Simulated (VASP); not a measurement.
# CoPdO2 (R-3m) in VASP: notebook, part 2 of 2

VASP 6.6.1. The steps go on from the part before.

### Step 4. Single point, RPBE+D4+U, collinear spin, zero start (9.94 Å³/atom)

This run uses another cell than the first one, of 9.94 Å³/atom.

INCAR

```
SYSTEM = CoPdO2
ALGO = Normal
EDIFF = 1E-6
ENCUT = 520
GGA = RP
ISIF = 2
ISMEAR = 0
ISPIN = 2
IVDW = 13
LASPH = .True.
LCHARG = .False.
LDAU = .True.
LDAUJ = 0 0 0
LDAUL = 2 -1 -1
LDAUPRINT = 1
LDAUTYPE = 2
LDAUU = 3.3 0 0
LMAXMIX = 4
LORBIT = 11
LREAL = .False.
LWAVE = .False.
MAGMOM = 0 0 0 0
NBANDS = 28
NELM = 150
PREC = Accurate
SIGMA = 0.05
```

KPOINTS

```
k-points
0
Gamma
  10 10 10
  0 0 0
```

POSCAR

```
CoPdO2
1.0
    1.3952950607      0.8055739789      5.8980986330
   -1.3952950607      0.8055739789      5.8980986330
    0.0000000000     -1.6111479578      5.8980986330
Co Pd O
1 1 2
Direct
    0.5000000000      0.5000000000      0.5000000000
    0.0000000000      0.0000000000      0.0000000000
    0.1113092910      0.1113092910      0.1113092910
    0.8886907090      0.8886907090      0.8886907090
```

Started as:

```sh
> cat potpaw_PBE.64/Co/POTCAR potpaw_PBE.64/Pd/POTCAR potpaw_PBE.64/O/POTCAR > POTCAR
> mpirun -np 1 vasp_std > vasp.out
```

Run time: 18 min. Hardware: 1 thread of Intel Xeon 8259CL, shared host; peak memory 0.55 GiB.

The run converged. Its results:

| Quantity | Value |
| --- | --- |
| Free energy | -24.0813 eV |
| Pressure | 7.2 GPa |
| Largest force | 0.142 eV/Å |
| Net moment | 0.00 μB per cell |
| Valence electrons inside the program's atomic spheres | Co 8.54; Pd 9.50; O 5.05 |
| Dispersion energy per atom | -0.683 eV |

Forces in eV/Å, atoms in the order of the input:
```
Co   0.000  0.000  0.000
Pd   0.000  0.000  0.000
O    0.000  0.000  0.142
O    0.000  0.000 -0.142
```

Stress tensor (GPa, compression positive):
```
6.55 0.00 0.00
0.00 6.55 0.00
0.00 0.00 8.36
```

Levels at points of the mesh, in eV from the Fermi level:
Spin up:
```tsv
k point	band 14	band 15	band 16	band 17	band 18	band 19
(0.00, 0.00, 0.00)	-2.24	-1.56	-1.56	2.41	2.41	3.28
(0.50, 0.00, 0.00)	-1.33	-0.35	0.96	1.80	2.06	3.62
(0.50, 0.50, 0.00)	-1.72	-0.35	0.40	2.38	2.45	3.64
(0.50, 0.50, 0.50)	-1.66	-0.71	-0.71	2.11	2.11	4.52
```
Spin down:
| k point | band 13 | band 14 | band 15 | band 16 | band 17 | band 18 | band 19 | band 20 |
| --- | --- | --- | --- | --- | --- | --- | --- | --- |
| (0.00, 0.00, 0.00) | -2.64 | -2.24 | -1.56 | -1.56 | 2.41 | 2.41 | 3.28 | 6.79 |
| (0.50, 0.00, 0.00) | -1.90 | -1.33 | -0.35 | 0.96 | 1.80 | 2.06 | 3.62 | 8.84 |
| (0.50, 0.50, 0.00) | -1.83 | -1.72 | -0.35 | 0.40 | 2.38 | 2.45 | 3.64 | 9.66 |
| (0.50, 0.50, 0.50) | -2.71 | -1.66 | -0.71 | -0.71 | 2.11 | 2.11 | 4.52 | 5.67 |

Eigenvalues of the final occupation matrices:
```
    site  spin  trace               eigenvalues
site 1 d     1   3.72  0.41 0.41 0.97 0.97 0.97
site 1 d     2   3.72  0.41 0.41 0.97 0.97 0.97
```

Caveat: the cell stands under pressure; no moment was typed at the start, so none could form; the PAW data sets were made with another functional, which shifts forces and pressure a little.

### Step 5. Relaxation of shape and atoms at fixed volume, RPBE+D4+U, collinear spin, zero start (10.57 Å³/atom)

This run uses another cell than the first one, of 10.57 Å³/atom.

INCAR

```
PREC = Accurate ; ENCUT = 600
EDIFF = 1E-7 ; ISMEAR = 0
SIGMA = 0.05 ; LREAL = False
LASPH = True ; NELM = 150
ALGO = Normal ; ISIF = 4
LWAVE = False ; LCHARG = False
ISPIN = 2 ; MAGMOM = 0 0 0 0
LORBIT = 11 ; LMAXMIX = 4
LDAU = True ; LDAUTYPE = 2
LDAUL = 2 -1 -1 ; LDAUU = 3.3 0 0
LDAUJ = 0 0 0 ; LDAUPRINT = 1
GGA = RP ; IVDW = 13
IBRION = 2 ; NSW = 60
EDIFFG = -0.01
```

KPOINTS

```
Automatic mesh
0
Gamma
  10 10 10
```

POSCAR

```
CoPdO2
1.0
    1.4285152859      0.8247536848      5.9786523350
   -1.4285152859      0.8247536848      5.9786523350
    0.0000000000     -1.6495073697      5.9786523350
Co Pd O
1 1 2
Direct
    0.5000000000      0.5000000000      0.5000000000
    0.0000000000      0.0000000000      0.0000000000
    0.1118020898      0.1118020898      0.1118020898
    0.8881979102      0.8881979102      0.8881979102
```

Potentials or basis: VASP PAW PBE potentials, release 64 (Co, Pd, O).

Started as:

```sh
> cat potpaw_PBE.64/Co/POTCAR potpaw_PBE.64/Pd/POTCAR potpaw_PBE.64/O/POTCAR > POTCAR
> mpirun -np 1 vasp_std > vasp.out
```

OUTCAR:

```text
PREC = Accurate
   ENCUT = 600
   EDIFF = 1E-7
   ISMEAR = 0
   LREAL = False
   LASPH = True
   NELM = 150
   ISIF = 4
   ISPIN = 2
   LORBIT = 11
   GGA = RP
   IVDW = 13
   IBRION = 2
   NSW = 60
   EDIFFG = -0.01

 ion  position               nearest neighbor table
   1  0.500  0.500  0.500-   3 1.92   4 1.92   3 1.92   3 1.92   4 1.92   4 1.92
   2  0.000  0.000  0.000-   3 2.01   4 2.01
   3  0.112  0.112  0.112-   1 1.92   1 1.92   1 1.92   2 2.01
   4  0.888  0.888  0.888-   1 1.92   1 1.92   1 1.92   2 2.01

  LATTYP: Found a trigonal (rhomboedric) cell.
 ALAT       =     6.2020285637
 COS(alpha) =     0.8938958781

  Lattice vectors:

 A1 = (   1.4285152859,   0.8247536848,   5.9786523350)
 A2 = (  -1.4285152859,   0.8247536848,   5.9786523350)
 A3 = (   0.0000000000,  -1.6495073697,   5.9786523350)

Analysis of symmetry for initial positions (statically):
=====================================================================
 Subroutine PRICEL returns:
 Original cell was already a primitive cell.

 Routine SETGRP: Setting up the symmetry group for a
 trigonal (rhombohedral) supercell.

[... 344 lines left out ...]
  o =  0.9648  v =  0.0000  0.0000  0.0000  0.0000  0.0000  0.0000  0.5776  0.0000  0.0000  0.8163      0.0000  0.0000  0.0000  0.0000  0.0000  0.0000  0.0000  0.0000  0.0000  0.0000
  o =  0.9648  v =  0.0000  0.0000  0.0000  0.0000  0.0000 -0.8163  0.0000 -0.0000 -0.5776  0.0000      0.0000  0.0000  0.0000  0.0000  0.0000  0.0000  0.0000  0.0000  0.0000  0.0000
  o =  0.9675  v =  0.0000  0.0000  0.0000  0.0000  0.0000  0.0000  0.0000 -1.0000  0.0000  0.0000      0.0000  0.0000  0.0000  0.0000  0.0000  0.0000  0.0000  0.0000  0.0000  0.0000
  o =  0.9675  v = -0.0000  0.0000 -1.0000 -0.0000  0.0000  0.0000  0.0000  0.0000  0.0000  0.0000      0.0000  0.0000  0.0000  0.0000  0.0000  0.0000  0.0000  0.0000  0.0000  0.0000

--------------------------------------- Ionic step        4  -------------------------------------------

 number of electron      30.9999999 magnetization       0.0000001

 Free energy of the ion-electron system (eV)
  ---------------------------------------------------
  ext. energy  EPLUGINS =         0.00000000
  ---------------------------------------------------
  free energy    TOTEN  =       -21.53130526 eV

  energy without entropy =      -21.52811168  energy(sigma->0) =      -21.52970847

 E-fermi :   7.4829     XC(G=0): -12.1123

 val. band max:        7.4737615246   @ k =  -0.2000   0.2000   0.2000
 cond. band min:       7.4842520402   @ k =  -0.3000  -0.3000   0.1000
 fundamental gap:      0.0104905157
 Fermi energy:         7.4829133982

 spin component 1

 k-point     1 :       0.0000    0.0000    0.0000
  band No.  band energies     occupation
      1     -13.1094      1.00000
      2     -11.3380      1.00000
      3      -0.8645      1.00000
      4       1.7865      1.00000
      5       1.7865      1.00000
      6       2.5902      1.00000
[... 1086 lines left out ...]
  FREE ENERGIE OF THE ION-ELECTRON SYSTEM (eV)
  ---------------------------------------------------
  free  energy   TOTEN  =       -24.1018923917 eV

  energy  without entropy=      -24.0986988143  energy(sigma->0) =      -24.10029560

 reached required accuracy - stopping structural energy minimisation

 total charge

# of ion       s       p       d       tot
------------------------------------------
    1        0.419   0.635   7.320   8.374
    2        0.470   0.447   8.444   9.361
    3        1.559   3.454   0.000   5.013
    4        1.559   3.454   0.000   5.013
--------------------------------------------------
tot          4.007   7.989  15.764  27.760

 magnetization (x)

# of ion       s       p       d       tot
------------------------------------------
    1        0.000  -0.000   0.000   0.000
    2        0.000   0.000   0.000   0.000
    3        0.000   0.000   0.000   0.000
    4        0.000   0.000   0.000   0.000
--------------------------------------------------
tot          0.000   0.000   0.000   0.000
```

CONTCAR:

```text
CoPdO2
   1.00000000000000
     1.4295485647463950    0.8253502486226065    5.9700127091003683
    -1.4295485647463950    0.8253502486226065    5.9700127091003683
     0.0000000000000000   -1.6507004973419317    5.9700127090999056
  Co              Pd              O
     1     1     2
Direct
     0.5000000000000000    0.5000000000000000    0.5000000000000000
     1.0000000000000000    1.0000000000000000    1.0000000000000000
     0.1122102056235658    0.1122102056235658    0.1122102056235657
     0.8877897943764342    0.8877897943764342    0.8877897943764342

  0.00000000E+00  0.00000000E+00  0.00000000E+00
  0.00000000E+00  0.00000000E+00  0.00000000E+00
  0.00000000E+00  0.00000000E+00  0.00000000E+00
  0.00000000E+00  0.00000000E+00  0.00000000E+00
```

Wall time 60 min (1 thread of Oxide Virtual Turin-like, shared host); peak memory 0.57 GiB.

What came out:

| Item | Value |
| --- | --- |
| Free energy | -24.1019 eV |
| Energy gained by relaxing | 0.3 meV/atom |
| Ionic steps | 4 |
| Pressure after relaxing | -5.2 GPa |
| Net moment | 0.00 μB per cell |
| Valence electrons inside the program's atomic spheres | Co 8.37; Pd 9.36; O 5.01 |
| Dispersion energy per atom | -0.643 eV |

Step by step:
```tsv
step	energy change (eV)	largest force (eV/Å)	pressure (GPa)	volume (Å³)
1	0.0000	0.1657	-5.48	42.26
2	-0.0011	0.0351	-5.30	42.26
3	-0.0011	0.0019	-5.34	42.26
4	-0.0012	0.0012	-5.22	42.26
```

Final structure:
```
Co Pd O
1.0
     1.42955    0.82535    5.97001
    -1.42955    0.82535    5.97001
     0.00000   -1.65070    5.97001
Co Pd O
1 1 2
Direct
  0.50000 0.50000 0.50000
  0.00000 0.00000 0.00000
  0.11221 0.11221 0.11221
  0.88779 0.88779 0.88779
```

Eigenvalues of the final occupation matrices:
| site | spin | trace | eigenvalues |
| --- | --- | --- | --- |
| site 1 d | 1 | 3.68 | 0.39 0.39 0.96 0.96 0.97 |
| site 1 d | 2 | 3.68 | 0.39 0.39 0.96 0.96 0.97 |

Caveat: no moment was typed at the start, so none could form; the PAW data sets were made with another functional, which shifts forces and pressure a little.

### Step 6. Relaxation of shape and atoms at fixed volume, RPBE+D4+U, collinear spin

INCAR

```
SYSTEM = CoPdO2
PREC     = Accurate       ! precision mode
ENCUT    = 600            ! plane-wave cutoff, eV
EDIFF    = 1E-6           ! SCF threshold, eV
ISMEAR   = 0              ! smearing method
SIGMA    = 0.05           ! smearing width, eV
LREAL    = .FALSE.        ! projectors in reciprocal space
LASPH    = .TRUE.         ! aspherical terms in the spheres
NELM     = 150            ! most SCF steps
ALGO     = Normal         ! electronic algorithm
ISIF     = 4              ! what is computed and relaxed
LWAVE    = .FALSE.        ! write WAVECAR
LCHARG   = .FALSE.        ! write CHGCAR
ISPIN    = 2              ! spin polarisation
MAGMOM   = 0.05 0.05 0 0  ! initial moments
LORBIT   = 11             ! projections on sites
LMAXMIX  = 4              ! l up to which the mixer works
LDAU     = .TRUE.         ! DFT+U
LDAUTYPE = 2            
LDAUL    = 2 -1 -1        ! shell
LDAUU    = 3.3 0 0        ! U, eV
LDAUJ    = 0 0 0        
LDAUPRINT= 1            
GGA      = RP             ! functional
IVDW     = 13             ! dispersion correction
IBRION   = 2              ! ionic algorithm
NSW      = 60             ! ionic steps
EDIFFG   = -0.02          ! ionic threshold
```

KPOINTS

```
Automatic mesh
0
G
  10 10 10
  0 0 0
```

POSCAR

```
CoPdO2
1.0
    1.4259196805      0.8232551114      5.9314470661
   -1.4259196805      0.8232551114      5.9314470661
    0.0000000000     -1.6465102227      5.9314470661
Co Pd O
1 1 2
Direct
    0.5000000000      0.5000000000      0.5000000000
    0.0000000000      0.0000000000      0.0000000000
    0.1121907613      0.1121907613      0.1121907613
    0.8878092387      0.8878092387      0.8878092387
```

Potentials or basis: VASP PAW PBE potentials, release 64 (Co, Pd, O).

Started as:

```sh
> cat potpaw_PBE.64/Co/POTCAR potpaw_PBE.64/Pd/POTCAR potpaw_PBE.64/O/POTCAR > POTCAR
> mpirun -np 1 vasp_std > vasp.out
```

OUTCAR:

```text
SYSTEM = CoPdO2
   PREC = Accurate
   ENCUT = 600
   EDIFF = 1E-6
   ISMEAR = 0
   LREAL = .FALSE.
   LASPH = .TRUE.
   NELM = 150
   ISIF = 4
   ISPIN = 2
   LORBIT = 11
   GGA = RP
   IVDW = 13
   IBRION = 2
   NSW = 60
   EDIFFG = -0.02

 ion  position               nearest neighbor table
   1  0.500  0.500  0.500-   3 1.91   4 1.91   3 1.91   3 1.91   4 1.91   4 1.91
   2  0.000  0.000  0.000-   3 2.00   4 2.00
   3  0.112  0.112  0.112-   1 1.91   1 1.91   1 1.91   2 2.00
   4  0.888  0.888  0.888-   1 1.91   1 1.91   1 1.91   2 2.00

  LATTYP: Found a trigonal (rhomboedric) cell.
 ALAT       =     6.1557339296
 COS(alpha) =     0.8926849970

  Lattice vectors:

 A1 = (   1.4259196805,   0.8232551114,   5.9314470661)
[... 366 lines left out ...]
  ext. energy  EPLUGINS =         0.00000000
  ---------------------------------------------------
  free energy    TOTEN  =       -21.51294451 eV

  energy without entropy =      -21.50971486  energy(sigma->0) =      -21.51132968

 E-fermi :   7.6532     XC(G=0): -12.1843

 val. band max:        7.6419714238   @ k =  -0.2000   0.2000   0.2000
 cond. band min:       7.6532803970   @ k =  -0.3000  -0.3000   0.1000
 fundamental gap:      0.0113089732
 Fermi energy:         7.6531519942

 spin component 1

 k-point     1 :       0.0000    0.0000    0.0000
  band No.  band energies     occupation
      1     -13.0376      1.00000
      2     -11.2446      1.00000
      3      -0.8055      1.00000
      4       1.8934      1.00000
      5       1.8934      1.00000
      6       2.6738      1.00000
[... 1086 lines left out ...]
  FREE ENERGIE OF THE ION-ELECTRON SYSTEM (eV)
  ---------------------------------------------------
  free  energy   TOTEN  =       -24.1134985514 eV

  energy  without entropy=      -24.1102688993  energy(sigma->0) =      -24.11188373

 reached required accuracy - stopping structural energy minimisation

 total charge

# of ion       s       p       d       tot
------------------------------------------
    1        0.425   0.648   7.334   8.407
    2        0.477   0.458   8.449   9.384
    3        1.559   3.460   0.000   5.019
    4        1.559   3.460   0.000   5.019
--------------------------------------------------
tot          4.019   8.026  15.783  27.828

 magnetization (x)

# of ion       s       p       d       tot
------------------------------------------
    1        0.000   0.000   0.000   0.000
    2        0.000   0.000   0.000   0.000
    3        0.000   0.000   0.000   0.000
    4        0.000   0.000   0.000   0.000
--------------------------------------------------
tot          0.000   0.000   0.000   0.000
```

Run time: 79 min. Hardware: 1 thread of Oxide Virtual Turin-like, shared host; peak memory 0.56 GiB.

What came out:

```yaml
Free_energy: -24.1135 eV
Energy_gained_by_relaxing: 0.4 meV/atom
Ionic_steps: 4
Pressure_after_relaxing: -3.2 GPa
Net_moment: 0.00 μB per cell
Valence_electrons_inside_the_program's_atomic_spheres: Co 8.41; Pd 9.38; O 5.02
Dispersion_energy_per_atom: -0.650 eV
```

Step by step:
```
step  energy change (eV)  largest force (eV/Å)  pressure (GPa)  volume (Å³)
   1              0.0000                0.0129           -2.79        41.78
   2             -0.0012                0.0757           -3.20        41.78
   3             -0.0013                0.0566           -3.12        41.78
   4             -0.0014                0.0015           -3.16        41.78
```

Final structure:
```
Co Pd O
1.0
     1.42267    0.82138    5.95855
    -1.42267    0.82138    5.95855
     0.00000   -1.64276    5.95855
Co Pd O
1 1 2
Direct
  0.50000 0.50000 0.50000
  0.00000 0.00000 0.00000
  0.11208 0.11208 0.11208
  0.88792 0.88792 0.88792
```

Eigenvalues of the final occupation matrices:
```csv
site,spin,trace,eigenvalues
site 1 d,1,3.68,0.39 0.39 0.97 0.97 0.97
site 1 d,2,3.68,0.39 0.39 0.97 0.97 0.97
```

Caveat: the PAW data sets were made with another functional, which shifts forces and pressure a little.

### Step 7. Relaxation of shape and atoms at fixed volume, RPBE+D4+U, collinear spin, zero start (9.94 Å³/atom)

This run uses another cell than the first one, of 9.94 Å³/atom.

INCAR

```
SYSTEM = CoPdO2
PREC = Accurate
ENCUT = 600
EDIFF = 1E-7
ISMEAR = 0
SIGMA = 0.05
LREAL = .False.
LASPH = .True.
NELM = 150
ALGO = Normal
ISIF = 4
LWAVE = .False.
LCHARG = .False.
ISPIN = 2
MAGMOM = 0 0 0 0
LORBIT = 11
LMAXMIX = 4
LDAU = .True.
LDAUTYPE = 2
LDAUL = 2 -1 -1
LDAUU = 3.3 0 0
LDAUJ = 0 0 0
LDAUPRINT = 1
GGA = RP
IVDW = 13
IBRION = 2
NSW = 60
EDIFFG = -0.01
```

KPOINTS

```
Automatic mesh
0
Gamma
  10 10 10
  0 0 0
```

POSCAR

```
CoPdO2
1.0
    1.3977218384      0.8069750797      5.8776354075
   -1.3977218384      0.8069750797      5.8776354075
    0.0000000000     -1.6139501593      5.8776354075
Co Pd O
1 1 2
Direct
    0.5000000000      0.5000000000      0.5000000000
    0.0000000000      0.0000000000      0.0000000000
    0.1115696140      0.1115696140      0.1115696140
    0.8884303860      0.8884303860      0.8884303860
```

Started as:

```sh
> cat potpaw_PBE.64/Co/POTCAR potpaw_PBE.64/Pd/POTCAR potpaw_PBE.64/O/POTCAR > POTCAR
> mpirun -np 1 vasp_std > vasp.out
```

It took 59 min on 1 thread of Oxide Virtual Turin-like, shared host; peak memory 0.56 GiB.

The run converged. Its results:

| Quantity | Value |
| --- | --- |
| Free energy | -24.0885 eV |
| Energy gained by relaxing | 0.6 meV/atom |
| Ionic steps | 4 |
| Pressure after relaxing | 6.8 GPa |
| Net moment | 0.00 μB per cell |
| Valence electrons inside the program's atomic spheres | Co 8.55; Pd 9.49; O 5.05 |
| Dispersion energy per atom | -0.683 eV |

Forces in eV/Å, atoms in the order of the input:
```
Co   0.000  0.000  0.000
Pd   0.000  0.000  0.000
O    0.000  0.000 -0.003
O    0.000  0.000  0.003
```

The path:
| step | energy change (eV) | largest force (eV/Å) | pressure (GPa) | volume (Å³) |
| --- | --- | --- | --- | --- |
| 1 | 0.0000 | 0.0693 | 7.30 | 39.78 |
| 2 | -0.0012 | 0.1566 | 6.81 | 39.78 |
| 3 | -0.0020 | 0.0726 | 6.99 | 39.78 |
| 4 | -0.0022 | 0.0028 | 6.80 | 39.78 |

Final structure:
```xyz
4
Lattice="1.3940 0.8048 5.9091 -1.3940 0.8048 5.9091 0.0000 -1.6097 5.9091" Properties=species:S:1:pos:R:3 pbc="T T T"
Co    0.0000    0.0000    8.8636
Pd    0.0000    0.0000   17.7272
O     0.0000    0.0000    1.9769
O     0.0000    0.0000   15.7503
```

Levels at points of the mesh, in eV from the Fermi level:
Spin up:
```tsv
k point	band 14	band 15	band 16	band 17	band 18	band 19
(0.00, 0.00, 0.00)	-2.23	-1.54	-1.54	2.43	2.43	3.23
(0.50, 0.00, 0.00)	-1.34	-0.33	0.93	1.83	2.09	3.62
(0.50, 0.50, 0.00)	-1.72	-0.33	0.40	2.40	2.46	3.64
(0.50, 0.50, 0.50)	-1.64	-0.72	-0.72	2.14	2.14	4.44
```
Spin down:
```
           k point  band 14  band 15  band 16  band 17  band 18  band 19
(0.00, 0.00, 0.00)    -2.23    -1.54    -1.54     2.43     2.43     3.23
(0.50, 0.00, 0.00)    -1.34    -0.33     0.93     1.83     2.09     3.62
(0.50, 0.50, 0.00)    -1.72    -0.33     0.40     2.40     2.46     3.64
(0.50, 0.50, 0.50)    -1.64    -0.72    -0.72     2.14     2.14     4.44
```

Eigenvalues of the final occupation matrices:
```
    site  spin  trace               eigenvalues
site 1 d     1   3.72  0.41 0.41 0.97 0.97 0.97
site 1 d     2   3.72  0.41 0.41 0.97 0.97 0.97
```

Caveat: no moment was typed at the start, so none could form; the PAW data sets were made with another functional, which shifts forces and pressure a little.

### Step 8. The runs side by side

| task | level | spin | cell | k mesh | cutoff (eV) | gap on the mesh (eV) | pressure (GPa) | moment (μB) | largest force (eV/Å) |
| --- | --- | --- | --- | --- | --- | --- | --- | --- | --- |
| single point | PBE+U | collinear, ferromagnetic start | a = 6.182 Å, angles 26.6°, 4 atoms, atomic positions A | 6 × 6 × 6 | 520 | none | 14.9 | 2.22 | 1.52 |
| single point | revPBE+D3(BJ)+U | collinear, zero start | a = 6.112 Å, angles 26.4°, 4 atoms, atomic positions B | 10 × 10 × 10 | 520 | none | 7.4 | 0.00 | 0.11 |
| single point | RPBE+D4+U | collinear, zero start | a = 6.114 Å, angles 26.4°, 4 atoms, atomic positions B | 10 × 10 × 10 | 520 | none | 7.2 | 0.00 | 0.14 |
| relaxation of shape and atoms at fixed volume | RPBE+D4+U | collinear, zero start | relaxed from a = 6.202 Å, angles 26.6°, 4 atoms, atomic positions C | 10 × 10 × 10 | 600 | none | -5.2 | 0.00 | - |
| relaxation of shape and atoms at fixed volume | RPBE+D4+U | collinear | relaxed from a = 6.156 Å, angles 26.8°, 4 atoms, atomic positions D | 10 × 10 × 10 | 600 | none | -3.2 | 0.00 | - |
| relaxation of shape and atoms at fixed volume | RPBE+D4+U | collinear, zero start | relaxed from a = 6.095 Å, angles 26.5°, 4 atoms, atomic positions E | 10 × 10 × 10 | 600 | none | 6.8 | 0.00 | - |

Alike in all rows: potentials or basis VASP PAW PBE potentials, release 64 (Co, Pd, O); Co d U = 3.3 eV; smearing gaussian 0.05 eV.

Caveats: some runs use coarse meshes; the PAW data sets were made with another functional, which shifts forces and pressure a little (at least some runs); no moment was typed at the start, so none could form (at least some runs); the cell stands under pressure (at least some runs); a cell with one magnetic atom can't hold antiferromagnetic order, which such compounds often take (at least some runs); forces of over 1 eV/Å act on the atoms, so gaps and moduli don't describe the material at rest (at least some runs).

Absolute energies hang on the potentials; compare differences alone.

The gap in the log of VASP goes by the Fermi energy; the results here count the filled bands.